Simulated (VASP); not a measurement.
Input of a VASP 6.6.1 run:

INCAR

```
  PREC = Accurate
  ENCUT = 520
  EDIFF = 1E-6
  ISMEAR = 0
  SIGMA = 0.1
  LREAL = False
  LASPH = True
  NELM = 100
  ALGO = Fast
  ISIF = 2
  LWAVE = False
  LCHARG = False
  GGA = PE
  NBANDS = 38
```

The input KPOINTS:

```
regular mesh
0
Gamma
  12 12 4
```

File POSCAR:

```
CdCu3Mo
1.0
    2.6579316870      0.0000000000      0.0000000000
    0.0000000000      2.6579316870      0.0000000000
    0.0000000000      0.0000000000     10.7088680724
Cd Cu Mo
1 3 1
Direct
    0.5000000000      0.5000000000      0.3043372619
    0.0000000000      0.0000000000      0.5063424214
    0.0000000000      0.0000000000      0.7306163163
    0.0000000000      0.0000000000      0.1009470576
    0.5000000000      0.5000000000      0.9158466831
```

Potentials or basis: VASP PAW PBE potentials, release 64 (Cd, Cu, Mo_sv).

Run with:

```sh
$ cat potpaw_PBE.64/Cd/POTCAR potpaw_PBE.64/Cu/POTCAR potpaw_PBE.64/Mo_sv/POTCAR > POTCAR
$ mpirun -np 1 vasp_std > vasp.out
```

What does it give for the pressure?

0.6 GPa.

What does it give for the largest force?

0.016 eV/Å.

Forces in eV/Å, atoms in the order of the input:
```
Cd   0.000  0.000 -0.001
Cu   0.000  0.000  0.016
Cu   0.000  0.000 -0.012
Cu   0.000  0.000 -0.004
Mo   0.000  0.000  0.001
```
